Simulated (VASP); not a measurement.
Runs of VASP 6.6.1 on S. The structure is that of space group Fd-3m (No. 227), or close to it. The cells are those of the table. 

```tsv
cell	gap on the mesh (eV)	pressure (GPa)
a = 2.935 Å, angles 60.0°, 2 atoms	none	(a)
a = 3.916 Å, angles 60.0°, 2 atoms	none	2.9
a = 3.620 Å, angles 60.0°, 2 atoms	none	23.3
a = 3.774 Å, angles 60.0°, 2 atoms	none	(b)
a = 3.984 Å, angles 60.0°, 2 atoms	none	0.0
a = 3.053 Å, angles 60.0°, 2 atoms	none	129.4
a = 3.264 Å, angles 60.0°, 2 atoms	none	72.6
```

Alike in all rows: task single point; level LDA; potentials or basis VASP PAW LDA potentials, release 64 (S); no spin polarisation; k mesh 13 × 13 × 13; cutoff (eV) 520; smearing fermi-dirac 0.05 eV.

Task: Estimate the missing entries.

Result: (a) 186.8; (b) 10.9.

A gap of «none» marks levels without a gap at the run's occupations.
